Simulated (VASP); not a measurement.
# As (Cmmm) in VASP: notebook

The runs below take As through single point, relaxation of cell and atoms, with PBE.

Everything below comes from runs of VASP 6.6.1. Logs are shortened: lines on timing, memory, paths and dates and some standing lists are left out, and cuts for length are marked.

## (1) The cell of the first run

Symmetry: Cmmm, No. 65, orthorhombic system. The conventional cell has a = 3.588 Å, b = 5.144 Å, c = 2.644 Å, α = 90.00°, β = 90.00°, γ = 90.00°. As (site symmetry mmm) has 8 As at 2.64 to 3.59 Å within 3.6 Å.

The cell was built from a structure type or drawn by symmetry, and may not be a known phase.

## (2) Single point, PBE

Contents of INCAR:

```
PREC = Accurate
ENCUT = 520
EDIFF = 1E-7
ISMEAR = 0
SIGMA = 0.1
LREAL = False
LASPH = True
NELM = 100
ALGO = Normal
ISIF = 2
LWAVE = False
LCHARG = False
GGA = PE
NBANDS = 8
```

Contents of KPOINTS:

```
regular mesh
0
Gamma
  6 6 6
```

Contents of POSCAR:

```
As
1.0
    1.7937647800     -2.5717603400      0.0000000000
    1.7937647800      2.5717603400      0.0000000000
    0.0000000000      0.0000000000      2.6435648200
As
1
Direct
    0.0000000000      0.0000000000      0.0000000000
```

Potentials or basis: VASP PAW PBE potentials, release 64 (As).

On the command line:

```bash
cat potpaw_PBE.64/As/POTCAR > POTCAR
mpirun -np 1 vasp_std > vasp.out
```

OUTCAR:

```text
PREC = Accurate
   ENCUT = 520
   EDIFF = 1E-7
   ISMEAR = 0
   LREAL = False
   LASPH = True
   NELM = 100
   ISIF = 2
   GGA = PE

 ion  position               nearest neighbor table
   1  0.000  0.000  0.000-

  LATTYP: Found a base centered orthorhombic cell.
 ALAT       =     3.5875295600
 B/A-ratio  =     1.4337221740
 C/A-ratio  =     0.7368761081

  Lattice vectors:

 A1 = (   1.7937647800,  -2.5717603400,   0.0000000000)
 A2 = (   1.7937647800,   2.5717603400,   0.0000000000)
 A3 = (   0.0000000000,   0.0000000000,   2.6435648200)

Analysis of symmetry for initial positions (statically):
=====================================================================
 Subroutine PRICEL returns:
 Original cell was already a primitive cell.

 Routine SETGRP: Setting up the symmetry group for a
 base centered orthorhombic supercell.

 Subroutine GETGRP returns: Found  8 space group operations
 (whereof  8 operations were pure point group operations)
 out of a pool of  8 trial point group operations.

The static configuration has the point symmetry D_2h.

Analysis of symmetry for dynamics (positions and initial velocities):
=====================================================================
 Subroutine PRICEL returns:
 Original cell was already a primitive cell.

 Routine SETGRP: Setting up the symmetry group for a
 base centered orthorhombic supercell.

 Subroutine GETGRP returns: Found  8 space group operations
 (whereof  8 operations were pure point group operations)
 out of a pool of  8 trial point group operations.

The dynamic configuration has the point symmetry D_2h.

 Subroutine INISYM returns: Found  8 space group operations
 (whereof  8 operations are pure point group operations),
 and found     1 'primitive' translations

----------------------------------------------------------------------------------------

                                     Primitive cell

  volume of cell :      24.3902

  direct lattice vectors                    reciprocal lattice vectors
     1.793764780 -2.571760340  0.000000000     0.278743348 -0.194419360  0.000000000
     1.793764780  2.571760340  0.000000000     0.278743348  0.194419360  0.000000000
     0.000000000  0.000000000  2.643564820     0.000000000  0.000000000  0.378277087

  length of vectors
     3.135529195  3.135529195  2.643564820     0.339848115  0.339848115  0.378277087

  position of ions in fractional coordinates (direct lattice)
     0.000000000  0.000000000  0.000000000

[... 77 lines left out ...]
   EDIFFG = 0.1E-05   stopping-criterion for IOM
   NSW    =      0    number of steps for IOM
   IBRION =     -1    ionic relax: 0-MD 1-quasi-New 2-CG
   NFREE  =      0    steps in history (QN), initial steepest desc. (CG)
   ISIF   =      2    stress and relaxation
   ISYM   =      2    0-nonsym 1-usesym 2-fastsym
   POTIM  = 0.5000    time-step for ionic-motion
   TEBEG  =    0.0;   TEEND  =   0.0 temperature during run
   PSTRESS=    0.0 pullay stress
   NELECT =       5.0000    total number of electrons
   NUPDOWN=      -1.0000    fix difference up-down
   EMIN   =  10.00;   EMAX   =-10.00  energy-range for DOS
   EFERMI =   0.00;   METHOD = LEGACY
   ISMEAR =     0;   SIGMA  =   0.10  broadening in eV -4-tet -1-fermi 0-gaus
   EFERMI_NEDOS =   21; number of points for ismear=-14 and -15
   IALGO  =     38    algorithm
   IMIX   =      4    mixing-type and parameters
     AMIX     =   0.40;   BMIX     =  1.00
     AMIX_MAG =   1.60;   BMIX_MAG =  1.00
  volume/ion in A,a.u.               =      24.39       164.59
  Fermi-wavevector in a.u.,A,eV,Ry     =   0.965294  1.824141 12.677801  0.931792
  Thomas-Fermi vector in A             =   2.094998
   LORBIT       =      0    0 simple, 1 ext, 2 COOP (PROOUT), +10 PAW based schemes
   GGA     = PE    functional components
   LHFCALC =     F    Hartree Fock is set to
   AEXX    =    0.0000 exact exchange contribution
   IVDW    =     0    specifies the selected vdW correction
   LEPSILON=     F    determine dielectric tensor
   LRPA    =     F    only Hartree local field effects (RPA)
 non-spin polarized calculation
 Gauss-broadening in eV      SIGMA  =   0.10
  energy-cutoff  :      520.00
  volume of cell :       24.39
 maximum number of plane-waves:       676
   NGX = 11   NGY = 11   NGZ =  9

 number of electron       4.9999999 magnetization

 Free energy of the ion-electron system (eV)
  ---------------------------------------------------
  ext. energy  EPLUGINS =         0.00000000
  ---------------------------------------------------
  free energy    TOTEN  =        -4.22790393 eV

  energy without entropy =       -4.22592518  energy(sigma->0) =       -4.22691456

 E-fermi :   3.5890     XC(G=0):  -9.5652

 val. band max:        3.5469799504   @ k =  -0.3333   0.3333   0.1667
 cond. band min:       3.6978035940   @ k =   0.5000   0.3333   0.3333
 fundamental gap:      0.1508236436
 Fermi energy:         3.5890069560

 k-point     1 :       0.0000    0.0000    0.0000
  band No.  band energies     occupation
      1      -9.5765      2.00000
      2       5.5852      0.00000
      3       6.6196      0.00000
      4      10.1101      0.00000
      5      10.9709      0.00000
      6      12.5348      0.00000
      7      15.2464      0.00000
      8      17.4461      0.00000
[... 243 lines left out ...]
 k-point    24 :       0.5000    0.3333    0.1667
  band No.  band energies     occupation
      1      -6.4986      2.00000
      2       0.0408      2.00000
      3       2.3066      2.00000
      4       7.9364      0.00000
      5      10.6916      0.00000
      6      15.6214      0.00000
      7      18.1030      0.00000
      8      20.2056      0.00000

 [... further k-points ...]

------------------------ aborting loop because EDIFF is reached ----------------------------------------

  FORCE on cell =-STRESS in cart. coord.  units (eV):
  Direction    XX          YY          ZZ          XY          YZ          ZX
  --------------------------------------------------------------------------------------
  -------------------------------------------------------------------------------------
  Total       -1.3345930     -2.2489707      0.6460836      0.0000000      0.0000000      0.0000000
  in kB      -87.6684811   -147.7333123     42.4407768      0.0000000      0.0000000      0.0000000
  external PRESSURE =     -64.3203388 kB  Pullay stress =       0.0000000 kB

 VOLUME and BASIS-vectors are now :
 -----------------------------------------------------------------------------
  energy-cutoff  :      520.00
  volume of cell :       24.39
      direct lattice vectors                 reciprocal lattice vectors
     1.793764780 -2.571760340  0.000000000     0.278743348 -0.194419360  0.000000000
     1.793764780  2.571760340  0.000000000     0.278743348  0.194419360  0.000000000
     0.000000000  0.000000000  2.643564820     0.000000000  0.000000000  0.378277087

 POSITION                                       TOTAL-FORCE (eV/Angst)
 -----------------------------------------------------------------------------------
      0.00000      0.00000      0.00000        -0.000000     -0.000000      0.000000
 -----------------------------------------------------------------------------------
    total drift:                                0.000000      0.000000      0.000000

  FREE ENERGIE OF THE ION-ELECTRON SYSTEM (eV)
  ---------------------------------------------------
  free  energy   TOTEN  =        -4.2279039281 eV

  energy  without entropy=       -4.2259251836  energy(sigma->0) =       -4.22691456
```

OSZICAR:

```text
N       E                     dE             d eps       ncg     rms          rms(c)
DAV:   1     0.258802917390E+01    0.25880E+01   -0.20843E+03   840   0.472E+02
DAV:   2    -0.415141348896E+01   -0.67394E+01   -0.65956E+01  1136   0.493E+01
DAV:   3    -0.423440918801E+01   -0.82996E-01   -0.82973E-01   960   0.594E+00
DAV:   4    -0.423452172639E+01   -0.11254E-03   -0.11254E-03  1256   0.243E-01
DAV:   5    -0.423452181714E+01   -0.90755E-07   -0.90847E-07   976   0.416E-03    0.164E+00
DAV:   6    -0.422958987514E+01    0.49319E-02   -0.50137E-03   960   0.378E-01    0.952E-01
DAV:   7    -0.422783098437E+01    0.17589E-02   -0.10243E-02   960   0.549E-01    0.511E-02
DAV:   8    -0.422790255977E+01   -0.71575E-04   -0.33705E-04  1064   0.120E-01    0.112E-02
DAV:   9    -0.422790418981E+01   -0.16300E-05   -0.31612E-06  1128   0.124E-02    0.273E-03
DAV:  10    -0.422790394849E+01    0.24132E-06   -0.34367E-07  1080   0.385E-03    0.432E-04
DAV:  11    -0.422790392809E+01    0.20396E-07   -0.96584E-09   632   0.658E-04
   1 F= -.42279039E+01 E0= -.42269146E+01  d E =-.197874E-02
```

It took 6.8 s on 1 thread of Intel Xeon 8259CL, shared host; peak memory 0.14 GiB.

Results:

| Property | Result |
| --- | --- |
| Free energy | -4.2279 eV |
| Pressure | -6.4 GPa |
| Band gap on the k mesh | zero (an odd number of electrons rules out a gap without spin polarisation) |

Levels at points of the mesh, in eV from the Fermi level:
```csv
k point,band 1,band 2,band 3,band 4,band 5,band 6
"(0.00, 0.00, 0.00)",-13.17,2.00,3.03,6.52,7.38,8.95
"(0.50, 0.00, 0.00)",-11.28,-5.01,1.81,7.01,7.79,13.81
"(0.50, 0.50, 0.00)",-10.33,-4.66,-1.08,4.38,8.40,14.90
"(0.00, 0.00, 0.50)",-9.54,-5.45,4.57,5.57,12.15,12.33
"(0.50, 0.00, 0.50)",-7.58,-3.81,-1.84,3.87,4.46,11.08
"(0.50, 0.50, 0.50)",-6.54,-3.07,-1.59,1.71,4.51,8.45
```

Caveat: the k points lie up to 0.40 Å⁻¹ apart, too coarse for converged energies and pressures of a metal.

## (3) Relaxation of cell and atoms, PBE

Contents of INCAR:

```
SYSTEM = As
PREC = Accurate ; ENCUT = 600
EDIFF = 1E-6 ; ISMEAR = 0
SIGMA = 0.1 ; LREAL = .False.
LASPH = .True. ; NELM = 60
ALGO = Normal ; ISIF = 3
LWAVE = .False. ; LCHARG = .False.
GGA = PE ; IBRION = 2
NSW = 90 ; EDIFFG = -0.04
```

Contents of KPOINTS:

```
regular mesh
0
Gamma
  6 6 6
  0 0 0
```

POSCAR is that of step 2.

Potentials or basis: VASP PAW PBE potentials, release 64 (As).

On the command line:

```bash
cat potpaw_PBE.64/As/POTCAR > POTCAR
mpirun -np 1 vasp_std > vasp.out
```

OUTCAR:

```text
SYSTEM = As
   PREC = Accurate
   ENCUT = 600
   EDIFF = 1E-6
   ISMEAR = 0
   LREAL = .False.
   LASPH = .True.
   NELM = 60
   ISIF = 3
   GGA = PE
   IBRION = 2
   NSW = 90
   EDIFFG = -0.04

 ion  position               nearest neighbor table
   1  0.000  0.000  0.000-

  LATTYP: Found a base centered orthorhombic cell.
 ALAT       =     3.5875295600
 B/A-ratio  =     1.4337221740
 C/A-ratio  =     0.7368761081

  Lattice vectors:

 A1 = (   1.7937647800,  -2.5717603400,   0.0000000000)
 A2 = (   1.7937647800,   2.5717603400,   0.0000000000)
 A3 = (   0.0000000000,   0.0000000000,   2.6435648200)

Analysis of symmetry for initial positions (statically):
=====================================================================
 Subroutine PRICEL returns:
 Original cell was already a primitive cell.

 Routine SETGRP: Setting up the symmetry group for a
 base centered orthorhombic supercell.

 Subroutine GETGRP returns: Found  8 space group operations
 (whereof  8 operations were pure point group operations)
 out of a pool of  8 trial point group operations.

The static configuration has the point symmetry D_2h.

Analysis of symmetry for dynamics (positions and initial velocities):
=====================================================================
 Subroutine PRICEL returns:
 Original cell was already a primitive cell.

 Routine SETGRP: Setting up the symmetry group for a
 base centered orthorhombic supercell.

 Subroutine GETGRP returns: Found  8 space group operations
 (whereof  8 operations were pure point group operations)
 out of a pool of  8 trial point group operations.

The dynamic configuration has the point symmetry D_2h.

 Subroutine INISYM returns: Found  8 space group operations
 (whereof  8 operations are pure point group operations),
 and found     1 'primitive' translations

----------------------------------------------------------------------------------------

                                     Primitive cell

  volume of cell :      24.3902

  direct lattice vectors                    reciprocal lattice vectors
     1.793764780 -2.571760340  0.000000000     0.278743348 -0.194419360  0.000000000
[... 104 lines left out ...]
     AMIX_MAG =   1.60;   BMIX_MAG =  1.00
  volume/ion in A,a.u.               =      24.39       164.59
  Fermi-wavevector in a.u.,A,eV,Ry     =   0.965294  1.824141 12.677801  0.931792
  Thomas-Fermi vector in A             =   2.094998
   LORBIT       =      0    0 simple, 1 ext, 2 COOP (PROOUT), +10 PAW based schemes
   GGA     = PE    functional components
   LHFCALC =     F    Hartree Fock is set to
   AEXX    =    0.0000 exact exchange contribution
   IVDW    =     0    specifies the selected vdW correction
   LEPSILON=     F    determine dielectric tensor
   LRPA    =     F    only Hartree local field effects (RPA)
 conjugate gradient relaxation of ions
 non-spin polarized calculation
 Gauss-broadening in eV      SIGMA  =   0.10
  energy-cutoff  :      600.00
  volume of cell :       24.39
 maximum number of plane-waves:       830
 NGX is ok and might be reduce to    28
   NGX = 13   NGY = 13   NGZ = 11

--------------------------------------- Ionic step        1  -------------------------------------------

 number of electron       4.9999999 magnetization

 Free energy of the ion-electron system (eV)
  ---------------------------------------------------
  ext. energy  EPLUGINS =         0.00000000
  ---------------------------------------------------
  free energy    TOTEN  =        -4.22791216 eV

  energy without entropy =       -4.22593344  energy(sigma->0) =       -4.22692280

 E-fermi :   3.5890     XC(G=0):  -9.5652

 val. band max:        3.5469991988   @ k =  -0.3333   0.3333   0.1667
 cond. band min:       3.6978214565   @ k =   0.5000   0.3333   0.3333
 fundamental gap:      0.1508222577
 Fermi energy:         3.5890250467

 k-point     1 :       0.0000    0.0000    0.0000
  band No.  band energies     occupation
      1      -9.5765      2.00000
      2       5.5852      0.00000
      3       6.6196      0.00000
      4      10.1100      0.00000
      5      10.9707      0.00000
      6      12.5346      0.00000
[... 305 lines left out ...]
  FREE ENERGIE OF THE ION-ELECTRON SYSTEM (eV)
  ---------------------------------------------------
  free  energy   TOTEN  =        -4.4483506210 eV

  energy  without entropy=       -4.4451224586  energy(sigma->0) =       -4.44673654

[... ionic steps 4 to 16 ...]

--------------------------------------- Ionic step       17  -------------------------------------------

 number of electron       5.0000000 magnetization

------------------------ aborting loop because EDIFF is reached ----------------------------------------
[... 65 lines left out ...]
--------------------------------------- Ionic step       19  -------------------------------------------

 number of electron       5.0000000 magnetization

 Free energy of the ion-electron system (eV)
  ---------------------------------------------------
  ext. energy  EPLUGINS =         0.00000000
  ---------------------------------------------------
  free energy    TOTEN  =        -4.58721355 eV

  energy without entropy =       -4.58113218  energy(sigma->0) =       -4.58417286

 E-fermi :   5.7350     XC(G=0): -10.2233

 val. band max:        5.7210089164   @ k =  -0.1667   0.1667   0.0000
 cond. band min:       5.7445740616   @ k =   0.3333   0.3333   0.5000
 fundamental gap:      0.0235651451
 Fermi energy:         5.7350037847

 k-point     1 :       0.0000    0.0000    0.0000
  band No.  band energies     occupation
      1      -9.1443      2.00000
      2       9.3559      0.00000
      3       9.3855      0.00000
      4       9.4586      0.00000
      5      13.8558      0.00000
      6      13.8939      0.00000
[... 235 lines left out ...]
  FREE ENERGIE OF THE ION-ELECTRON SYSTEM (eV)
  ---------------------------------------------------
  free  energy   TOTEN  =        -4.5872135494 eV

  energy  without entropy=       -4.5811321794  energy(sigma->0) =       -4.58417286

 reached required accuracy - stopping structural energy minimisation
```

CONTCAR:

```text
As
   1.00000000000000
     1.9484312009081164   -1.9387151189451046    0.0000000000000000
     1.9484312009081164    1.9387151189451042    0.0000000000000000
     0.0000000000000000    0.0000000000000000    2.7412748738500685
  As
     1
Direct
     0.0000000000000000    0.0000000000000000    0.0000000000000000

  0.00000000E+00  0.00000000E+00  0.00000000E+00
```

Wall time 1.8 min (1 thread of Intel Xeon 8259CL, shared host); peak memory 0.16 GiB.

Results:

```yaml
Free_energy: -4.5872 eV
Relaxed_volume: 20.71 Å³/atom
Relaxed_cell: a = 2.749 Å, b = 2.749 Å, c = 2.741 Å, α = 90.00°, β = 90.00°, γ = 89.71°
Space_group_after_relaxing_to_0.1_Å: Pm-3m (No. 221)
Energy_gained_by_relaxing: 359.3 meV/atom
Ionic_steps: 19
Pressure_after_relaxing: 0.2 GPa
Band_gap_on_the_k_mesh: zero (an odd number of electrons rules out a gap without spin polarisation)
```

Step by step:
```
step  energy change (eV)  largest force (eV/Å)  pressure (GPa)  volume (Å³)
   1              0.0000                0.0000           -6.43        24.39
   2             -0.2199                0.0000           -1.14        20.98
   3             -0.2204                0.0000           -0.73        20.86
   4             -0.2627                0.0000            2.51        20.13
   5             -0.2672                0.0000            3.74        19.90
   6             -0.2805                0.0000            5.92        19.45
   7             -0.2736                0.0000           10.15        18.52
   8             -0.2816                0.0000            7.93        18.90
   9             -0.2983                0.0000            7.36        18.99
  10             -0.3318                0.0000            5.71        19.22
  11             -0.3332                0.0000            5.45        19.26
  12             -0.3460                0.0000            3.65        19.66
  13             -0.3574                0.0000            0.64        20.52
  14             -0.3577                0.0000            0.29        20.66
  15             -0.3578                0.0000            0.09        20.74
  16             -0.3581                0.0000            0.09        20.74
  17             -0.3588                0.0000            0.09        20.73
  18             -0.3593                0.0000            0.22        20.71
  19             -0.3593                0.0000            0.20        20.71
```

Final structure:
```
As
1.0
     1.94843   -1.93872    0.00000
     1.94843    1.93872    0.00000
     0.00000    0.00000    2.74127
As
1
Direct
  0.00000 0.00000 0.00000
```

Levels at points of the mesh, in eV from the Fermi level:
```tsv
k point	band 1	band 2	band 3	band 4	band 5	band 6
(0.00, 0.00, 0.00)	-14.88	3.62	3.65	3.72	8.12	8.16
(0.50, 0.00, 0.00)	-11.95	-6.88	5.76	5.85	10.71	13.55
(0.50, 0.50, 0.00)	-8.92	-4.39	-4.32	2.39	7.84	15.64
(0.00, 0.00, 0.50)	-11.91	-6.89	5.77	5.81	10.71	13.50
(0.50, 0.00, 0.50)	-8.87	-4.37	-4.33	2.39	7.78	15.61
(0.50, 0.50, 0.50)	-5.56	-2.08	-2.07	-2.00	5.72	5.73
```

Caveat: the k points lie up to 0.38 Å⁻¹ apart in the final cell, too coarse for converged energies and pressures of a metal; the volume moved by over 15 % at a fixed basis, so the end points are rough.
